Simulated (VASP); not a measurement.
# Os (Fm-3m) in VASP: a series of runs

Os is run at these levels: LDA; tasks: single point, relaxation of volume and atoms at fixed shape.

All numbers are computed with VASP 6.6.1; they aren't measurements. Logs are shortened: lines on timing, memory, paths and dates and some standing lists are left out, and cuts for length are marked.

## (1) The cell of the first run

It takes space group Fm-3m (No. 225, cubic). Conventional cell: a = 3.804 Å, b = 3.804 Å, c = 3.804 Å, α = 90.00°, β = 90.00°, γ = 90.00°. Os (site symmetry m-3m) has 12 Os at 2.69 Å within 3.5 Å.

This isn't the form of Os at room conditions, which is hcp.

## (2) Single point, LDA

The input, INCAR:

```
SYSTEM = Os
ALGO = Normal ; EDIFF = 1E-6
ENCUT = 600 ; GGA = CA
GGA_COMPAT = .False. ; ISIF = 2
ISMEAR = -1 ; LASPH = .True.
LCHARG = .True. ; LELF = .True.
LREAL = .False. ; LVHAR = .True.
LWAVE = .False. ; NBANDS = 10
NELM = 120 ; PREC = Accurate
SIGMA = 0.05
```

The input, KPOINTS:

```
k-points
0
Gamma
  10 10 10
  0 0 0
```

The input, POSCAR:

```
Os
1.0
    0.0000000000      1.9020952029      1.9020952029
    1.9020952029      0.0000000000      1.9020952029
    1.9020952029      1.9020952029      0.0000000000
Os
1
Direct
    0.0000000000      0.0000000000      0.0000000000
```

Potentials or basis: VASP PAW LDA potentials, release 64 (Os).

Launch:

```bash
cat potpaw_LDA.64/Os/POTCAR > POTCAR
mpirun -np 1 vasp_std > vasp.out
```

OUTCAR:

```text
SYSTEM = Os
   EDIFF = 1E-6
   ENCUT = 600
   GGA = CA
   ISIF = 2
   ISMEAR = -1
   LASPH = .True.
   LREAL = .False.
   NELM = 120
   PREC = Accurate

 ion  position               nearest neighbor table
   1  0.000  0.000  0.000-

  LATTYP: Found a face centered cubic cell.
 ALAT       =     3.8041904058

  Lattice vectors:

 A1 = (   0.0000000000,   1.9020952029,   1.9020952029)
 A2 = (   1.9020952029,   0.0000000000,   1.9020952029)
 A3 = (   1.9020952029,   1.9020952029,   0.0000000000)

Analysis of symmetry for initial positions (statically):
=====================================================================
 Subroutine PRICEL returns:
 Original cell was already a primitive cell.

 Routine SETGRP: Setting up the symmetry group for a
 face centered cubic supercell.

 Subroutine GETGRP returns: Found 48 space group operations
 (whereof 48 operations were pure point group operations)
 out of a pool of 48 trial point group operations.

The static configuration has the point symmetry O_h .

Analysis of symmetry for dynamics (positions and initial velocities):
=====================================================================
 Subroutine PRICEL returns:
 Original cell was already a primitive cell.

 Routine SETGRP: Setting up the symmetry group for a
 face centered cubic supercell.

 Subroutine GETGRP returns: Found 48 space group operations
 (whereof 48 operations were pure point group operations)
 out of a pool of 48 trial point group operations.

The dynamic configuration has the point symmetry O_h .

 Subroutine INISYM returns: Found 48 space group operations
 (whereof 48 operations are pure point group operations),
 and found     1 'primitive' translations

----------------------------------------------------------------------------------------

                                     Primitive cell

  volume of cell :      13.7634

  direct lattice vectors                    reciprocal lattice vectors
     0.000000000  1.902095203  1.902095203    -0.262868020  0.262868020  0.262868020
     1.902095203  0.000000000  1.902095203     0.262868020 -0.262868020  0.262868020
     1.902095203  1.902095203  0.000000000     0.262868020  0.262868020 -0.262868020

  length of vectors
     2.689968833  2.689968833  2.689968833     0.455300766  0.455300766  0.455300766

  position of ions in fractional coordinates (direct lattice)
     0.000000000  0.000000000  0.000000000

  ion indices of the primitive-cell ions
   primitive index   ion index
                 1           1

----------------------------------------------------------------------------------------

 KPOINTS: k-points

Automatic generation of k-mesh.
 Grid dimensions read from file:
 generate k-points for:   10   10   10

 Generating k-lattice:

  Cartesian coordinates                     Fractional coordinates (reciprocal lattice)
    -0.026286802  0.026286802  0.026286802     0.100000000  0.000000000  0.000000000
     0.026286802 -0.026286802  0.026286802     0.000000000  0.100000000  0.000000000
     0.026286802  0.026286802 -0.026286802     0.000000000  0.000000000  0.100000000

  Length of vectors
     0.045530077  0.045530077  0.045530077

  Shift w.r.t. Gamma in fractional coordinates (k-lattice)
     0.000000000  0.000000000  0.000000000

 Subroutine IBZKPT returns following result:
 ===========================================

 Found     47 irreducible k-points:

 Following reciprocal coordinates:
            Coordinates               Weight
  0.000000  0.000000  0.000000      1.000000
  0.100000  0.000000  0.000000      8.000000
  0.200000  0.000000  0.000000      8.000000
  0.300000  0.000000  0.000000      8.000000
  0.400000  0.000000  0.000000      8.000000
  0.500000  0.000000  0.000000      4.000000
[... 16 lines left out ...]
  0.300000  0.300000  0.000000      6.000000
  0.400000  0.300000  0.000000     24.000000
 [... further k-points ...]
   k-points           NKPTS =     47   k-points in BZ     NKDIM =     47   number of bands    NBANDS=     10
   number of dos      NEDOS =    301   number of ions     NIONS =      1
   total plane-waves  NPLWV =  13824
   dimension x,y,z NGX =    24 NGY =   24 NGZ =   24
   dimension x,y,z NGXF=    48 NGYF=   48 NGZF=   48
   ions per type =               1
   NGX,Y,Z   is equivalent  to a cutoff of  14.83, 14.83, 14.83 a.u.
   NGXF,Y,Z  is equivalent  to a cutoff of  29.67, 29.67, 29.67 a.u.
 SYSTEM =  Os
   PREC   = accura    normal or accurate (medium, high low for compatibility)
   ISTART =      0    job   : 0-new  1-cont  2-samecut
   ICHARG =      2    charge: 1-file 2-atom 10-const
   ISPIN  =      1    spin polarized calculation?
   LNONCOLLINEAR =      F non collinear calculations
   LSORBIT =      F    spin-orbit coupling
   LASPH  =      T    aspherical Exc in radial PAW
   ENCUT  =  600.0 eV  44.10 Ry    6.64 a.u.   5.37  5.37  5.37*2*pi/ulx,y,z
   NELM   =    120;   NELMIN=  2; NELMDL= -5     # of ELM steps
   EDIFF  = 0.1E-05   stopping-criterion for ELM
   LREAL  =      F    real-space projection
[... 7 lines left out ...]
   TEBEG  =    0.0;   TEEND  =   0.0 temperature during run
   PSTRESS=    0.0 pullay stress
   NELECT =       8.0000    total number of electrons
   NUPDOWN=      -1.0000    fix difference up-down
   EMIN   =  10.00;   EMAX   =-10.00  energy-range for DOS
   EFERMI =   0.00;   METHOD = LEGACY
   ISMEAR =    -1;   SIGMA  =   0.05  broadening in eV -4-tet -1-fermi 0-gaus
   EFERMI_NEDOS =   21; number of points for ismear=-14 and -15
   IALGO  =     38    algorithm
   IMIX   =      4    mixing-type and parameters
     AMIX     =   0.40;   BMIX     =  1.00
     AMIX_MAG =   1.60;   BMIX_MAG =  1.00
  volume/ion in A,a.u.               =      13.76        92.88
  Fermi-wavevector in a.u.,A,eV,Ry     =   1.366247  2.581833 25.397057  1.866631
  Thomas-Fermi vector in A             =   2.492404
   LORBIT       =      0    0 simple, 1 ext, 2 COOP (PROOUT), +10 PAW based schemes
   GGA     = CA    functional components
   LHFCALC =     F    Hartree Fock is set to
   AEXX    =    0.0000 exact exchange contribution
   IVDW    =     0    specifies the selected vdW correction
   LEPSILON=     F    determine dielectric tensor
   LRPA    =     F    only Hartree local field effects (RPA)
 non-spin polarized calculation
  energy-cutoff  :      600.00
  volume of cell :       13.76
 maximum number of plane-waves:       474
 NGX is ok and might be reduce to    24
   NGX = 11   NGY = 11   NGZ = 11

 number of electron       8.0000000 magnetization

 Free energy of the ion-electron system (eV)
  ---------------------------------------------------
  ext. energy  EPLUGINS =         0.00000000
  ---------------------------------------------------
  free energy    TOTEN  =       -12.47855962 eV

  energy without entropy =      -12.46674485  energy(sigma->0) =      -12.47265224

 E-fermi :   9.5759     XC(G=0): -14.2695

 val. band max:        9.5676333916   @ k =   0.3000   0.1000   0.0000
 cond. band min:       9.5782969768   @ k =   0.0000   0.0000   0.0000
 fundamental gap:      0.0106635852
 Fermi energy:         9.5759274731

 k-point     1 :       0.0000    0.0000    0.0000
  band No.  band energies     occupation
      1      -1.3755      2.00000
      2       6.4282      2.00000
      3       6.4282      2.00000
      4       6.4282      2.00000
      5       9.5783      0.97631
      6       9.5783      0.97631
      7      23.8258      0.00000
      8      29.7125      0.00000
      9      29.7125      0.00000
     10      29.7125      0.00000

 k-point     2 :       0.1000    0.0000    0.0000
  band No.  band energies     occupation
      1      -0.9056      2.00000
      2       6.1599      2.00000
      3       6.6335      2.00000
      4       6.6335      2.00000
      5       9.4377      1.88151
      6       9.4377      1.88151
      7      24.6839      0.00000
      8      27.8302      0.00000
      9      30.5531      0.00000
     10      30.5531      0.00000

 k-point     3 :       0.2000    0.0000    0.0000
  band No.  band energies     occupation
      1       0.2977      2.00000
      2       5.7447      2.00000
      3       6.9433      2.00000
      4       6.9433      2.00000
      5       9.4328      1.89190
      6       9.4328      1.89190
      7      24.9559      0.00000
      8      26.8984      0.00000
      9      32.8553      0.00000
     10      32.8553      0.00000

 k-point     4 :       0.3000    0.0000    0.0000
  band No.  band energies     occupation
      1       1.4229      2.00000
      2       6.2104      2.00000
      3       6.7768      2.00000
      4       6.7768      2.00000
      5      10.2708      0.00000
      6      10.2708      0.00000
      7      22.6980      0.00000
      8      26.6737      0.00000
      9      34.5646      0.00000
     10      34.5648      0.00000

 k-point     5 :       0.4000    0.0000    0.0000
  band No.  band energies     occupation
      1       1.7097      2.00000
      2       6.4254      2.00000
      3       6.4254      2.00000
      4       8.0859      2.00000
      5      11.4751      0.00000
      6      11.4751      0.00000
      7      20.3116      0.00000
      8      24.2392      0.00000
      9      31.3790      0.00000
     10      31.3790      0.00000

 k-point     6 :       0.5000    0.0000    0.0000
  band No.  band energies     occupation
      1       1.6935      2.00000
      2       6.2756      2.00000
      3       6.2756      2.00000
      4       9.4174      1.91945
      5      12.0544      0.00000
      6      12.0544      0.00000
      7      18.7740      0.00000
      8      23.3746      0.00000
      9      30.0925      0.00000
     10      30.0925      0.00000

 k-point     7 :       0.1000    0.1000    0.0000
  band No.  band energies     occupation
      1      -0.7464      2.00000
      2       5.9091      2.00000
      3       6.8086      2.00000
      4       6.8086      2.00000
      5       8.9542      1.99999
      6       9.7800      0.03322
      7      25.0003      0.00000
      8      28.4864      0.00000
      9      30.0516      0.00000
     10      30.0516      0.00000

 k-point     8 :       0.2000    0.1000    0.0000
  band No.  band energies     occupation
      1       0.2390      2.00000
      2       5.4048      2.00000
      3       7.1295      2.00000
      4       7.2242      2.00000
      5       8.5985      2.00000
      6       9.9882      0.00052
      7      26.2962      0.00000
      8      26.9300      0.00000
      9      30.9631      0.00000
     10      31.7863      0.00000

 k-point     9 :       0.3000    0.1000    0.0000
  band No.  band energies     occupation
      1       1.5188      2.00000
      2       5.3387      2.00000
      3       6.7090      2.00000
      4       7.2758      2.00000
      5       9.5676      1.08275
      6      10.6756      0.00000
      7      24.0352      0.00000
      8      27.6648      0.00000
      9      31.9736      0.00000
     10      32.4894      0.00000
[... 118 lines left out ...]
 k-point    19 :       0.5000    0.2000    0.0000
  band No.  band energies     occupation
      1       2.8867      2.00000
      2       5.0112      2.00000
      3       6.5771      2.00000
      4       7.8002      2.00000
      5      12.1914      0.00000
      6      14.5637      0.00000
      7      18.8372      0.00000
      8      26.0533      0.00000
      9      28.3295      0.00000
     10      29.9288      0.00000

 k-point    20 :      -0.4000    0.2000    0.0000
  band No.  band energies     occupation
      1       3.0921      2.00000
      2       5.1012      2.00000
      3       6.8997      2.00000
      4       7.5923      2.00000
      5      11.3059      0.00000
      6      15.2842      0.00000
      7      18.7775      0.00000
      8      25.7452      0.00000
      9      27.9448      0.00000
     10      30.2252      0.00000

 k-point    21 :      -0.3000    0.2000    0.0000
  band No.  band energies     occupation
      1       3.2574      2.00000
      2       5.4949      2.00000
      3       5.8182      2.00000
      4       7.6761      2.00000
      5       9.7757      0.03616
      6      14.0441      0.00000
      7      21.7453      0.00000
      8      26.4133      0.00000
      9      27.5613      0.00000
     10      33.7325      0.00000

 k-point    22 :      -0.2000    0.2000    0.0000
  band No.  band energies     occupation
      1       2.5179      2.00000
      2       5.0218      2.00000
      3       6.3029      2.00000
      4       8.0089      2.00000
      5       8.3784      2.00000
      6      12.3669      0.00000
      7      24.1782      0.00000
      8      28.1620      0.00000
      9      28.8454      0.00000
     10      30.8107      0.00000

 k-point    23 :       0.3000    0.3000    0.0000
  band No.  band energies     occupation
      1       2.2492      2.00000
      2       3.5743      2.00000
      3       7.5737      2.00000
      4       9.6518      0.35990
      5       9.6518      0.35990
      6      11.0842      0.00000
      7      27.2497      0.00000
      8      27.2497      0.00000
      9      28.4913      0.00000
     10      31.7385      0.00000

 k-point    24 :       0.4000    0.3000    0.0000
  band No.  band energies     occupation
      1       2.5054      2.00000
      2       3.3315      2.00000
      3       7.7004      2.00000
      4       9.9115      0.00243
      5      11.7139      0.00000
      6      11.9075      0.00000
      7      23.6364      0.00000
      8      25.8049      0.00000
      9      27.2932      0.00000
     10      31.9508      0.00000

 [... further k-points ...]
[... 5 lines left out ...]
  --------------------------------------------------------------------------------------
  -------------------------------------------------------------------------------------
  Total        0.1139601      0.1139601      0.1139601     -0.0000000     -0.0000000      0.0000000
  in kB       13.2659013     13.2659013     13.2659013     -0.0000000     -0.0000000      0.0000000
  external PRESSURE =      13.2659013 kB  Pullay stress =       0.0000000 kB

 VOLUME and BASIS-vectors are now :
 -----------------------------------------------------------------------------
  energy-cutoff  :      600.00
  volume of cell :       13.76
      direct lattice vectors                 reciprocal lattice vectors
     0.000000000  1.902095203  1.902095203    -0.262868020  0.262868020  0.262868020
     1.902095203  0.000000000  1.902095203     0.262868020 -0.262868020  0.262868020
     1.902095203  1.902095203  0.000000000     0.262868020  0.262868020 -0.262868020

 POSITION                                       TOTAL-FORCE (eV/Angst)
 -----------------------------------------------------------------------------------
      0.00000      0.00000      0.00000         0.000000      0.000000      0.000000
 -----------------------------------------------------------------------------------
    total drift:                               -0.000000      0.000000     -0.000000

  FREE ENERGIE OF THE ION-ELECTRON SYSTEM (eV)
  ---------------------------------------------------
  free  energy   TOTEN  =       -12.4785596226 eV

  energy  without entropy=      -12.4667448487  energy(sigma->0) =      -12.47265224
```

Run time: 5.2 s. Hardware: 1 thread of Intel Xeon 6975P-C (Granite Rapids), shared host; peak memory 0.13 GiB.

What came out:

- Free energy: -12.4786 eV
- Pressure: 1.3 GPa
- Band gap on the k mesh: zero (bands 4 and 5 overlap by 4.11 eV)

Caveat: spin-orbit coupling is left out, which moves the levels of the heavy elements.

## (3) Relaxation of volume and atoms at fixed shape, LDA

This run uses another cell than the first one, of 13.94 Å³/atom.

The input, INCAR:

```
PREC = Accurate ; ENCUT = 600
EDIFF = 1E-7 ; ISMEAR = -1
SIGMA = 0.05 ; LREAL = False
LASPH = True ; NELM = 120
ALGO = Normal ; ISIF = 8
LWAVE = False ; LCHARG = False
IBRION = 2 ; NSW = 80
EDIFFG = -0.03 ; GGA_COMPAT = False
NELMIN = 4
```

The input, KPOINTS:

```
regular mesh
0
Gamma
  10 10 10
```

The input, POSCAR:

```
Os
1.0
    0.0000000000      1.9100000000      1.9100000000
    1.9100000000      0.0000000000      1.9100000000
    1.9100000000      1.9100000000      0.0000000000
Os
1
Direct
    0.0000000000      0.0000000000      0.0000000000
```

Potentials or basis: VASP PAW LDA potentials, release 64 (Os).

Launch:

```bash
cat potpaw_LDA.64/Os/POTCAR > POTCAR
mpirun -np 1 vasp_std > vasp.out
```

Wall time 7.9 s (1 thread of Intel Xeon 6975P-C (Granite Rapids), shared host); peak memory 0.14 GiB.

It converged, with:

```
Free energy                           : -12.4788 eV
Relaxed volume                        : 13.81 Å³/atom
Relaxed cell                          : a = 2.693 Å, b = 2.693 Å, c = 2.693 Å, α = 60.00°, β = 60.00°, γ = 60.00°
Space group after relaxing (to 0.1 Å) : Fm-3m (No. 225)
Energy gained by relaxing             : 1.7 meV/atom
Ionic steps                           : 3
Pressure after relaxing               : -0.1 GPa
Band gap on the k mesh                : zero (bands 4 and 5 overlap by 4.09 eV)
```

Step by step:
```
step  energy change (eV)  largest force (eV/Å)  pressure (GPa)  volume (Å³)
   1              0.0000                0.0000           -4.11        13.94
   2              0.0347                0.0000           21.06        13.23
   3             -0.0017                0.0000           -0.09        13.81
```

Final structure:
```cif
data_structure
_symmetry_space_group_name_H-M 'P 1'
_symmetry_Int_Tables_number 1
_cell_length_a 2.6928
_cell_length_b 2.6928
_cell_length_c 2.6928
_cell_angle_alpha 60.000
_cell_angle_beta 60.000
_cell_angle_gamma 60.000
_cell_volume 13.81
loop_
_atom_site_label
_atom_site_type_symbol
_atom_site_fract_x
_atom_site_fract_y
_atom_site_fract_z
_atom_site_occupancy
Os1 Os 0.00000 0.00000 0.00000 1
```

Levels at points of the mesh, in eV from the Fermi level:
```
           k point  band 1  band 2  band 3  band 4  band 5  band 6  band 7  band 8
(0.00, 0.00, 0.00)  -10.92   -3.13   -3.13   -3.13    0.00    0.00   14.25   20.12
(0.50, 0.00, 0.00)   -7.85   -3.28   -3.28   -0.16    2.47    2.47    9.15   13.80
(0.50, 0.50, 0.00)   -7.76   -7.07    2.44    2.45    3.16    3.16   12.38   12.38
```

Caveat: spin-orbit coupling is left out, which moves the levels of the heavy elements.
